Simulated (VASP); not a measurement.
Here is a VASP 6.6.1 calculation.

The input INCAR:

```
SYSTEM = Mo
PREC = Accurate
ENCUT = 520
EDIFF = 1E-7
ISMEAR = -1
SIGMA = 0.1
LREAL = .FALSE.
LASPH = .TRUE.
NELM = 60
ALGO = Normal
ISIF = 2
LWAVE = .FALSE.
LCHARG = .FALSE.
LDIPOL = .TRUE.
IDIPOL = 3
DIPOL = 0.5 0.5 0.500
NBANDS = 43
```

Contents of KPOINTS:

```
regular mesh
0
G
  9 9 1
  0 0 0
```

File POSCAR:

```
Mo
1.0
    4.4006566667      0.0000000000      0.0000000000
   -2.2003283334      3.8110804667      0.0000000000
    0.0000000000      0.0000000000     19.5931000000
Mo
5
Direct
    0.8333333333      0.1666666667      0.4214869293
    0.1666666667      0.8333333333      0.4573659608
    0.5000000000      0.5000000000      0.4999999551
    0.8333333333      0.1666666667      0.5426340639
    0.1666666667      0.8333333333      0.5785130908
```

Potentials or basis: VASP PAW LDA potentials, release 64 (Mo_sv).

Launch:

```sh
$ cat potpaw_LDA.64/Mo_sv/POTCAR > POTCAR
$ mpirun -np 1 vasp_std > vasp.out
```

Question: What does it give for the largest force?

Answer: 0.152 eV/Å.

Question: Predict the band gap on the k mesh.

Answer: Zero (bands 35 and 36 overlap by 0.05 eV).

Forces in eV/Å, atoms in the order of the input:
```
Mo   0.000  0.000 -0.152
Mo   0.000  0.000 -0.132
Mo   0.000  0.000  0.000
Mo   0.000  0.000  0.132
Mo   0.000  0.000  0.152
```
